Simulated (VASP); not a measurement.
Write the native input for VASP 6.6.1 that does the following.

- Task: single point
- Functional: RPBE
- Potentials or basis: VASP PAW PBE potentials, release 64 (Ge_d)
- Cutoff: 520 eV
- k mesh: 14 × 14 × 14
- Occupations: fermi-dirac, width 0.1 eV
- Spin: no spin polarisation
- Dipole correction: no
- Further INCAR settings: ALGO = Normal; EDIFF = 1e-06; NBANDS = 13

The structure of Ge lies in POSCAR:

```
Ge
1.0
    0.0000000000      2.0670824721      2.0670824721
    2.0670824721      0.0000000000      2.0670824721
    2.0670824721      2.0670824721      0.0000000000
Ge
1
Direct
    0.0000000000      0.0000000000      0.0000000000
```

This cell differs from its parent crystal: volume scaled by 0.88.

These files were run (other wordings do the same):

INCAR

```
  PREC = Accurate
  ENCUT = 520
  EDIFF = 1E-6
  ISMEAR = -1
  SIGMA = 0.1
  LREAL = F
  LASPH = T
  NELM = 60
  ALGO = Normal
  ISIF = 2
  LWAVE = F
  LCHARG = F
  GGA = RP
  NBANDS = 13
```

KPOINTS

```
Automatic mesh
0
Gamma
  14 14 14
```

Potentials or basis: VASP PAW PBE potentials, release 64 (Ge_d).

Run with:

```sh
$ cat potpaw_PBE.64/Ge_d/POTCAR > POTCAR
$ mpirun -np 1 vasp_std > vasp.out
```

Results of the run:

The pressure is 9.8 GPa. The band gap on the k mesh is zero (band 7 reaches 17.38 eV, above the bottom of band 8 at 5.12 eV).

Caveat: the PAW data sets were made with another functional, which shifts forces and pressure a little.

It took 7.2 s on 1 thread of Intel(R) Xeon(R) 6975P-C (Granite Rapids) (shared host), peak memory 0.15 GiB.
